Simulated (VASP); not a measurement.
# ZnGeP2 (I-42d) in VASP: relaxation of cell and atoms with PBEsol

Aim: the relaxation of cell and atoms of ZnGeP2 with PBEsol.

Everything below comes from runs of VASP 6.6.1. Logs are shortened: lines on timing, memory, paths and dates and some standing lists are left out, and cuts for length are marked.

## (1) The cell of the first run

It takes space group I-42d (No. 122, tetragonal). Conventional cell: a = 5.460 Å, b = 5.460 Å, c = 10.760 Å, α = 90.00°, β = 90.00°, γ = 90.00°. Within 3.2 Å of Zn (site symmetry -4) lie 4 P at 2.40 Å. Ge (site symmetry -4) has 4 P at 2.31 Å within 3.1 Å. P (site symmetry 2) has 2 Ge at 2.31 Å and 2 Zn at 2.40 Å within 3.1 Å.

## (2) Relaxation of cell and atoms, PBEsol

The input, INCAR:

```
ALGO = Normal
EDIFF = 1E-7
EDIFFG = -0.01
ENCUT = 500
GGA = PS
GGA_COMPAT = F
IBRION = 2
ISIF = 3
ISMEAR = -1
LASPH = T
LCHARG = F
LREAL = F
LWAVE = F
NELM = 120
NELMIN = 4
NSW = 80
PREC = Accurate
SIGMA = 0.02
```

The input, KPOINTS:

```
k-points
0
Gamma
  6 6 6
```

The input, POSCAR:

```
ZnGeP2
1.0
   -2.7300000000      2.7300000000      5.3800000000
    2.7300000000     -2.7300000000      5.3800000000
    2.7300000000      2.7300000000     -5.3800000000
Zn Ge P
2 2 4
Direct
    0.0000000000      0.0000000000      0.0000000000
    0.7500000000      0.2500000000      0.5000000000
    0.5000000000      0.5000000000      0.0000000000
    0.2500000000      0.7500000000      0.5000000000
    0.3750000000      0.3890000000      0.5140000000
    0.6110000000      0.1250000000      0.9860000000
    0.8750000000      0.8610000000      0.4860000000
    0.1390000000      0.6250000000      0.0140000000
```

Potentials or basis: VASP PAW PBE potentials, release 64 (Zn, Ge_d, P).

Command:

```
$ cat potpaw_PBE.64/Zn/POTCAR potpaw_PBE.64/Ge_d/POTCAR potpaw_PBE.64/P/POTCAR > POTCAR
$ mpirun -np 1 vasp_std > vasp.out
```

OUTCAR:

```text
EDIFF = 1E-7
   EDIFFG = -0.01
   ENCUT = 500
   GGA = PS
   IBRION = 2
   ISIF = 3
   ISMEAR = -1
   LASPH = T
   LREAL = F
   NELM = 120
   NELMIN = 4
   NSW = 80
   PREC = Accurate

 ion  position               nearest neighbor table
   1  0.000  0.000  0.000-   7 2.40   6 2.40   8 2.40   5 2.40
   2  0.750  0.250  0.500-   6 2.40   5 2.40   7 2.40   8 2.40
   3  0.500  0.500  0.000-   5 2.31   6 2.31   7 2.31   8 2.31
   4  0.250  0.750  0.500-   5 2.31   6 2.31   7 2.31   8 2.31
   5  0.375  0.389  0.514-   3 2.31   4 2.31   2 2.40   1 2.40
   6  0.611  0.125  0.986-   3 2.31   4 2.31   2 2.40   1 2.40
   7  0.875  0.861  0.486-   3 2.31   4 2.31   1 2.40   2 2.40
   8  0.139  0.625  0.014-   3 2.31   4 2.31   1 2.40   2 2.40

  LATTYP: Found a body centered tetragonal cell.
 ALAT       =     5.4600000000
 C/A-ratio  =     1.9706959707

  Lattice vectors:

 A1 = (  -2.7300000000,   2.7300000000,   5.3800000000)
 A2 = (   2.7300000000,  -2.7300000000,   5.3800000000)
 A3 = (   2.7300000000,   2.7300000000,  -5.3800000000)

Analysis of symmetry for initial positions (statically):
=====================================================================
 Subroutine PRICEL returns:
 Original cell was already a primitive cell.

 Routine SETGRP: Setting up the symmetry group for a
 body centered tetragonal supercell.

 Subroutine GETGRP returns: Found  8 space group operations
 (whereof  4 operations were pure point group operations)
 out of a pool of 16 trial point group operations.

The static configuration has the point symmetry S_4 .
 The point group associated with its full space group is D_2d.

Analysis of symmetry for dynamics (positions and initial velocities):
=====================================================================
 Subroutine PRICEL returns:
 Original cell was already a primitive cell.

 Routine SETGRP: Setting up the symmetry group for a
 body centered tetragonal supercell.

 Subroutine GETGRP returns: Found  8 space group operations
 (whereof  4 operations were pure point group operations)
 out of a pool of 16 trial point group operations.

The dynamic configuration has the point symmetry S_4 .
 The point group associated with its full space group is D_2d.

 Subroutine INISYM returns: Found  8 space group operations
 (whereof  4 operations are pure point group operations),
 and found     1 'primitive' translations

----------------------------------------------------------------------------------------

                                     Primitive cell

  volume of cell :     160.3864

  direct lattice vectors                    reciprocal lattice vectors
    -2.730000000  2.730000000  5.380000000     0.000000000  0.183150183  0.092936803
     2.730000000 -2.730000000  5.380000000     0.183150183  0.000000000  0.092936803
     2.730000000  2.730000000 -5.380000000     0.183150183  0.183150183  0.000000000

  length of vectors
     6.621948354  6.621948354  6.621948354     0.205380717  0.205380717  0.259013473

  position of ions in fractional coordinates (direct lattice)
     0.000000000  0.000000000  0.000000000
     0.750000000  0.250000000  0.500000000
     0.500000000  0.500000000  0.000000000
     0.250000000  0.750000000  0.500000000
     0.375000000  0.389000000  0.514000000
     0.611000000  0.125000000  0.986000000
     0.875000000  0.861000000  0.486000000
     0.139000000  0.625000000  0.014000000

  ion indices of the primitive-cell ions
   primitive index   ion index
                 1           1
                 2           2
                 3           3
                 4           4
                 5           5
                 6           6
                 7           7
                 8           8

----------------------------------------------------------------------------------------

 KPOINTS: k-points

Automatic generation of k-mesh.
 Grid dimensions read from file:
 generate k-points for:    6    6    6

 Generating k-lattice:

  Cartesian coordinates                     Fractional coordinates (reciprocal lattice)
     0.000000000  0.030525031  0.015489467     0.166666667 -0.000000000  0.000000000
     0.030525031  0.000000000  0.015489467    -0.000000000  0.166666667  0.000000000
     0.030525031  0.030525031  0.000000000     0.000000000  0.000000000  0.166666667

  Length of vectors
     0.034230120  0.034230120  0.043168912

  Shift w.r.t. Gamma in fractional coordinates (k-lattice)
     0.000000000  0.000000000  0.000000000

 Subroutine IBZKPT returns following result:
 ===========================================

 Found     30 irreducible k-points:

 Following reciprocal coordinates:
            Coordinates               Weight
  0.000000  0.000000  0.000000      1.000000
  0.166667  0.000000 -0.000000      8.000000
  0.333333  0.000000 -0.000000      8.000000
  0.500000  0.000000  0.000000      4.000000
  0.166667  0.166667 -0.000000      8.000000
  0.333333  0.166667 -0.000000     16.000000
[... 16 lines left out ...]
 -0.333333 -0.333333  0.166667      8.000000
 -0.166667 -0.333333  0.166667      8.000000
 [... further k-points ...]
   k-points           NKPTS =     30   k-points in BZ     NKDIM =     30   number of bands    NBANDS=     43
   number of dos      NEDOS =    301   number of ions     NIONS =      8
   total plane-waves  NPLWV = 110592
   dimension x,y,z NGX =    48 NGY =   48 NGZ =   48
   dimension x,y,z NGXF=    96 NGYF=   96 NGZF=   96
   ions per type =               2   2   4
   NGX,Y,Z   is equivalent  to a cutoff of  12.05, 12.05, 12.05 a.u.
   NGXF,Y,Z  is equivalent  to a cutoff of  24.10, 24.10, 24.10 a.u.
 SYSTEM =  unknown system
   PREC   = accura    normal or accurate (medium, high low for compatibility)
   ISTART =      0    job   : 0-new  1-cont  2-samecut
   ICHARG =      2    charge: 1-file 2-atom 10-const
   ISPIN  =      1    spin polarized calculation?
   LNONCOLLINEAR =      F non collinear calculations
   LSORBIT =      F    spin-orbit coupling
   LASPH  =      T    aspherical Exc in radial PAW
   ENCUT  =  500.0 eV  36.75 Ry    6.06 a.u.  12.07 12.07 12.07*2*pi/ulx,y,z
   NELM   =    120;   NELMIN=  4; NELMDL= -5     # of ELM steps
   EDIFF  = 0.1E-06   stopping-criterion for ELM
   LREAL  =      F    real-space projection
   EDIFFG = -.1E-01   stopping-criterion for IOM
   NSW    =     80    number of steps for IOM
   IBRION =      2    ionic relax: 0-MD 1-quasi-New 2-CG
   NFREE  =      1    steps in history (QN), initial steepest desc. (CG)
   ISIF   =      3    stress and relaxation
   ISYM   =      2    0-nonsym 1-usesym 2-fastsym
   POTIM  = 0.5000    time-step for ionic-motion
   TEBEG  =    0.0;   TEEND  =   0.0 temperature during run
   PSTRESS=    0.0 pullay stress
   NELECT =      72.0000    total number of electrons
   NUPDOWN=      -1.0000    fix difference up-down
   EMIN   =  10.00;   EMAX   =-10.00  energy-range for DOS
   EFERMI =   0.00;   METHOD = LEGACY
   ISMEAR =    -1;   SIGMA  =   0.02  broadening in eV -4-tet -1-fermi 0-gaus
   EFERMI_NEDOS =   21; number of points for ismear=-14 and -15
   IALGO  =     38    algorithm
   IMIX   =      4    mixing-type and parameters
     AMIX     =   0.40;   BMIX     =  1.00
     AMIX_MAG =   1.60;   BMIX_MAG =  1.00
  volume/ion in A,a.u.               =      20.05       135.29
  Fermi-wavevector in a.u.,A,eV,Ry     =   1.253516  2.368801 21.378859  1.571302
  Thomas-Fermi vector in A             =   2.387365
   LORBIT       =      0    0 simple, 1 ext, 2 COOP (PROOUT), +10 PAW based schemes
   GGA     = PS    functional components
   LHFCALC =     F    Hartree Fock is set to
   AEXX    =    0.0000 exact exchange contribution
   IVDW    =     0    specifies the selected vdW correction
   LEPSILON=     F    determine dielectric tensor
   LRPA    =     F    only Hartree local field effects (RPA)
 conjugate gradient relaxation of ions
 non-spin polarized calculation
  energy-cutoff  :      500.00
  volume of cell :      160.39
 maximum number of plane-waves:      4102
   NGX = 25   NGY = 25   NGZ = 25

--------------------------------------- Ionic step        1  -------------------------------------------

 number of electron      71.9999965 magnetization

 Free energy of the ion-electron system (eV)
  ---------------------------------------------------
  ext. energy  EPLUGINS =         0.00000000
  ---------------------------------------------------
  free energy    TOTEN  =       -37.65917952 eV

  energy without entropy =      -37.65917952  energy(sigma->0) =      -37.65917952

------------------------ aborting loop because EDIFF is reached ----------------------------------------

  FORCE on cell =-STRESS in cart. coord.  units (eV):
  Direction    XX          YY          ZZ          XY          YZ          ZX
  --------------------------------------------------------------------------------------
  -------------------------------------------------------------------------------------
  Total       -0.7004880     -0.7004880     -1.1180452      0.0000000      0.0000000      0.0000000
  in kB       -6.9975130     -6.9975130    -11.1686938      0.0000000      0.0000000      0.0000000
  external PRESSURE =      -8.3879066 kB  Pullay stress =       0.0000000 kB
[... 111 lines left out ...]
  energy  without entropy=      -37.7531740998  energy(sigma->0) =      -37.75317410

--------------------------------------- Ionic step        4  -------------------------------------------

 number of electron      71.9999962 magnetization

 E-fermi :   4.8104     XC(G=0): -10.0766

 val. band max:        4.3696373703   @ k =   0.0000   0.0000   0.0000
 cond. band min:       5.4796001952   @ k =   0.5000   0.5000   0.5000
 fundamental gap:      1.1099628249
 Fermi energy:         4.8104451904

 k-point     1 :       0.0000    0.0000    0.0000
  band No.  band energies     occupation
      1     -20.4518      2.00000
      2     -20.4508      2.00000
      3     -20.4508      2.00000
      4     -20.4455      2.00000
      5     -20.4401      2.00000
      6     -20.4401      2.00000
[... 1302 lines left out ...]
  energy  without entropy=      -37.7583944442  energy(sigma->0) =      -37.75839444

--------------------------------------- Ionic step        9  -------------------------------------------

 number of electron      71.9999961 magnetization

 Free energy of the ion-electron system (eV)
  ---------------------------------------------------
  ext. energy  EPLUGINS =         0.00000000
  ---------------------------------------------------
  free energy    TOTEN  =       -37.75839560 eV

  energy without entropy =      -37.75839560  energy(sigma->0) =      -37.75839560

 E-fermi :   4.7704     XC(G=0): -10.0986

 val. band max:        4.4001785889   @ k =   0.0000   0.0000   0.0000
 cond. band min:       5.5368837545   @ k =   0.5000   0.5000   0.5000
 fundamental gap:      1.1367051656
 Fermi energy:         4.7703898967

 k-point     1 :       0.0000    0.0000    0.0000
  band No.  band energies     occupation
      1     -20.4118      2.00000
      2     -20.4104      2.00000
      3     -20.4104      2.00000
      4     -20.4054      2.00000
      5     -20.3994      2.00000
      6     -20.3994      2.00000
[... 1130 lines left out ...]
  FREE ENERGIE OF THE ION-ELECTRON SYSTEM (eV)
  ---------------------------------------------------
  free  energy   TOTEN  =       -37.7583955957 eV

  energy  without entropy=      -37.7583955957  energy(sigma->0) =      -37.75839560

 reached required accuracy - stopping structural energy minimisation
```

Run time: 18 min. Hardware: 1 thread of Intel Xeon Platinum 8488C (Sapphire Rapids), shared host; peak memory 0.44 GiB.

Results:

* Free energy: -37.7584 eV
* Relaxed volume: 19.71 Å³/atom
* Relaxed cell: a = 6.587 Å, b = 6.587 Å, c = 6.587 Å, α = 131.35°, β = 131.35°, γ = 71.26°
* Space group after relaxing (to 0.1 Å): I-42d (No. 122)
* Energy gained by relaxing: 12.4 meV/atom
* Ionic steps: 9
* Pressure after relaxing: 0.0 GPa
* Largest force after relaxing: 0.010 eV/Å
* Band gap on the k mesh: 1.14 eV (least direct gap 1.25 eV)

Forces in eV/Å, atoms in the order of the input:
```
Zn   0.000  0.000  0.000
Zn   0.000  0.000  0.000
Ge   0.000  0.000  0.000
Ge   0.000  0.000  0.000
P   -0.010  0.000  0.000
P    0.000  0.010  0.000
P    0.010  0.000  0.000
P    0.000 -0.010  0.000
```

The path:
| step | energy change (eV) | largest force (eV/Å) | pressure (GPa) | volume (Å³) |
| --- | --- | --- | --- | --- |
| 1 | 0.0000 | 0.7026 | -0.84 | 160.39 |
| 2 | -0.0778 | 0.3496 | 0.07 | 157.96 |
| 3 | -0.0940 | 0.0841 | 0.81 | 156.26 |
| 4 | -0.0974 | 0.0488 | -0.45 | 158.46 |
| 5 | -0.0987 | 0.0036 | -0.04 | 157.69 |
| 6 | -0.0987 | 0.0019 | 0.01 | 157.66 |
| 7 | -0.0991 | 0.0034 | -0.01 | 157.67 |
| 8 | -0.0992 | 0.0103 | -0.01 | 157.68 |
| 9 | -0.0992 | 0.0098 | -0.01 | 157.68 |

Final structure:
```cif
data_structure
_symmetry_space_group_name_H-M 'P 1'
_symmetry_Int_Tables_number 1
_cell_length_a 6.5872
_cell_length_b 6.5872
_cell_length_c 6.5872
_cell_angle_alpha 131.348
_cell_angle_beta 131.348
_cell_angle_gamma 71.260
_cell_volume 157.68
loop_
_atom_site_label
_atom_site_type_symbol
_atom_site_fract_x
_atom_site_fract_y
_atom_site_fract_z
_atom_site_occupancy
Zn1 Zn 0.00000 0.00000 0.00000 1
Zn2 Zn 0.75000 0.25000 0.50000 1
Ge1 Ge 0.50000 0.50000 0.00000 1
Ge2 Ge 0.25000 0.75000 0.50000 1
P1 P 0.37500 0.37731 0.50231 1
P2 P 0.62269 0.12500 0.99769 1
P3 P 0.87500 0.87269 0.49769 1
P4 P 0.12731 0.62500 0.00231 1
```

Caveat: the PAW data sets were made with another functional, which shifts forces and pressure a little.
